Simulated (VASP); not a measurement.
Here is a VASP 6.6.1 calculation.

INCAR

```
SYSTEM = Si9C3N8
PREC     = Accurate       ! precision mode
ENCUT    = 520            ! plane-wave cutoff, eV
EDIFF    = 1E-6           ! SCF threshold, eV
ISMEAR   = -1             ! smearing method
SIGMA    = 0.2482         ! smearing width, eV
LREAL    = Auto         
LASPH    = .True.         ! aspherical terms in the spheres
NELM     = 120            ! most SCF steps
ALGO     = Normal         ! electronic algorithm
ISIF     = 2              ! what is computed and relaxed
LWAVE    = .False.        ! write WAVECAR
LCHARG   = .False.        ! write CHGCAR
GGA      = PE             ! functional
ISYM     = -1           
NBANDS   = 60             ! bands
GGA_COMPAT= .False.
```

The input KPOINTS:

```
explicit points
1
Reciprocal
  0.25000000   0.25000000   0.25000000 1
```

The input POSCAR:

```
Si9C3N8
1.0
    6.5417270000     -0.1058040000     -0.0528750000
   -0.1058040000      5.8803450000     -0.0308140000
   -0.0528750000     -0.0308140000      6.2531300000
Si C N
9 3 8
Direct
    0.7870413313      0.8525291084      0.8175231672
    0.7467116791      0.7848158634      0.3097928071
    0.1268600482      0.8862422185      0.8807911226
    0.3167749506      1.1562177638      0.3165538170
    0.4267426694      0.5710896349      0.0710066118
    0.4158238486      0.7517270920      0.5369903400
    0.6838585205      0.2338306267      0.4488800451
    0.0205341481      0.2877646404      0.3746598780
    1.0364636321      0.6654688604      0.3253874095
    0.2339827282      0.7627870815      0.1561268289
    0.2669327126      0.4577727207      0.7884396895
    0.7287067043      0.2813570260      1.0246737398
    0.1911052681      0.3267713322      0.6605915474
    0.5663847309      0.5680809226      0.3973532356
    0.3471502522      0.3231426546      0.1032130929
    0.2143085708      0.8921925647      0.6155767731
    0.6603631480      0.9354499858      0.5842663846
    0.7876947866      0.1827073634      0.2037084319
    0.7002085217      0.3928902575      0.8645225745
    0.6114263200      0.7792228856     -0.0067485978
```

Potentials or basis: VASP PAW PBE potentials, release 64 (Si, C, N).

Run with:

```sh
$ cat potpaw_PBE.64/Si/POTCAR potpaw_PBE.64/C/POTCAR potpaw_PBE.64/N/POTCAR > POTCAR
$ mpirun -np 1 vasp_std > vasp.out
```

Problem. Predict the largest force.

Solution. 5.732 eV/Å.

Problem. Estimate the pressure.

Solution. 9.3 GPa.

Forces on the atoms (eV/Å):
```
Si  -0.032 -0.174 -0.167
Si  -4.853  1.469 -0.790
Si   0.596 -0.297  0.445
Si   1.907 -2.191 -1.472
Si   1.138  4.465 -1.281
Si   1.900  0.575  0.124
Si  -2.953  0.481  3.240
Si  -1.560  0.072  2.300
Si   3.404 -0.380  0.448
C   -0.590  2.990 -1.454
C    0.760  1.257 -0.412
C    0.681  0.233 -2.189
N   -0.294  0.374  0.017
N    0.554 -0.396 -1.198
N   -1.216 -5.493  1.095
N   -1.197 -0.866  1.117
N    0.428  0.355 -1.299
N    0.077  0.015 -2.723
N    1.034 -2.308  1.276
N    0.217 -0.179  2.920
```

Caveat: the atoms stand as in a frame of molecular dynamics.
